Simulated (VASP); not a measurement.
Write the native input for VASP 6.6.1 that does the following.

```
Task                   : single point
Functional             : PBE
Potentials or basis    : VASP PAW PBE potentials, release 64 (Na_pv)
Cutoff                 : 520 eV
k mesh                 : 2 × 8 × 1
Occupations            : gaussian, width 0.1 eV
Spin                   : no spin polarisation
Dipole correction      : yes
Further INCAR settings : LREAL = Auto; ALGO = Normal; EDIFF = 1e-06; NBANDS = 102
```

The structure of Na lies in POSCAR:

```
Na
1.0
   25.1389500362      0.0000000000      0.0000000000
    0.0000000000      4.1898250060      0.0000000000
    0.0000000000      0.0000000000     20.3796500121
Na
24
Direct
    0.0000000000      0.0000000000      0.0736028342
    0.0833333333      0.5000000000      0.1763971658
    0.1666666667      0.0000000000      0.0736028342
    0.2500000000      0.5000000000      0.1763971658
    0.3333333333      0.0000000000      0.0736028342
    0.4166666667      0.5000000000      0.1763971658
    0.5000000000      0.0000000000      0.0736028342
    0.5833333333      0.5000000000      0.1763971658
    0.6666666667      0.0000000000      0.0736028342
    0.7500000000      0.5000000000      0.1763971658
    0.8333333333      0.0000000000      0.0736028342
    0.9166666667      0.5000000000      0.1763971658
    0.0000000000      0.0000000000      0.2797534079
    0.0833333333      0.5000000000      0.3862250270
    0.1666666667      0.0000000000      0.2797534079
    0.2500000000      0.5000000000      0.3862250270
    0.3333333333      0.0000000000      0.2797534079
    0.4166666667      0.5000000000      0.3862250270
    0.5000000000      0.0000000000      0.2797534079
    0.5833333333      0.5000000000      0.3862250270
    0.6666666667      0.0000000000      0.2797534079
    0.7500000000      0.5000000000      0.3862250270
    0.8333333333      0.0000000000      0.2797534079
    0.9166666667      0.5000000000      0.3862250270
```

The input as run:

INCAR

```
  PREC = Accurate
  ENCUT = 520
  EDIFF = 1E-6
  ISMEAR = 0
  SIGMA = 0.1
  LREAL = Auto
  LASPH = True
  NELM = 100
  ALGO = Normal
  ISIF = 2
  LWAVE = False
  LCHARG = False
  LDIPOL = True
  IDIPOL = 3
  DIPOL = 0.5 0.5 0.229
  GGA = PE
  NBANDS = 102
```

KPOINTS

```
Automatic mesh
0
Gamma
  2 8 1
```

Potentials or basis: VASP PAW PBE potentials, release 64 (Na_pv).

Launch:

```bash
$ cat potpaw_PBE.64/Na_pv/POTCAR > POTCAR
$ mpirun -np 1 vasp_std > vasp.out
```

It gave:

The largest force is 0.027 eV/Å and the band gap on the k mesh is zero (band 84 reaches -0.93 eV, above the bottom of band 85 at -1.97 eV).

Run time: 100 min on 1 thread of Intel(R) Xeon(R) Platinum 8375C CPU @ 2.90GHz (Ice Lake), on a shared host, peak memory 2.4 GiB.
